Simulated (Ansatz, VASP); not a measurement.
**Si4O7 in VASP and in Ansatz**

```
CELL_PARAMETERS angstrom
5.07998 0.00000 0.00000
0.00000 5.07998 0.00000
0.00000 0.00000 7.09148
ATOMIC_POSITIONS crystal
Si 0.29443 0.29443 0.00000
Si 0.20557 0.79443 0.25000
Si 0.70557 0.70557 0.50000
Si 0.79443 0.20557 0.75000
O 0.40537 0.74096 0.42483
O 0.75904 0.90537 0.67483
O 0.59463 0.25904 0.92483
O 0.74096 0.40537 0.57517
O 0.08421 0.11208 0.24505
O 0.25904 0.59463 0.07517
O 0.09463 0.24096 0.82517
```

Change from the starting cell: O vacancy; atom 9 moved 0.750 of the way to it and +0.675 Å across, host rigid.

Alike in both runs: task single point; functional PBE; k mesh 4 × 4 × 4; occupations gaussian, width 0.05 eV; no spin polarisation.

|  | VASP | Ansatz |
| --- | --- | --- |
| version | VASP 6.6.1 | Ansatz 0.2.0 |
| potentials or method | VASP PAW PBE potentials, release 64 (Si, O), cutoff 520 eV | scalar-relativistic, plane waves, PAW |
| valence electrons in the cell | 58 | 58 |

```tsv
	VASP	Ansatz	Ansatz less VASP
gap on the k mesh at the Fermi level (eV)	0.86	0.86	0.000
least direct gap on the mesh (eV)	1.24	1.24	+0.003
pressure (GPa)	-3.4	-3.5	-0.08
traceless stress, the component that is largest in VASP (GPa)	5.37	5.28	-0.085
rms of the force components (eV/Å)	1.525	1.530	+0.0054
```

Atom by atom the forces differ by 0.021 eV/Å (rms over components).
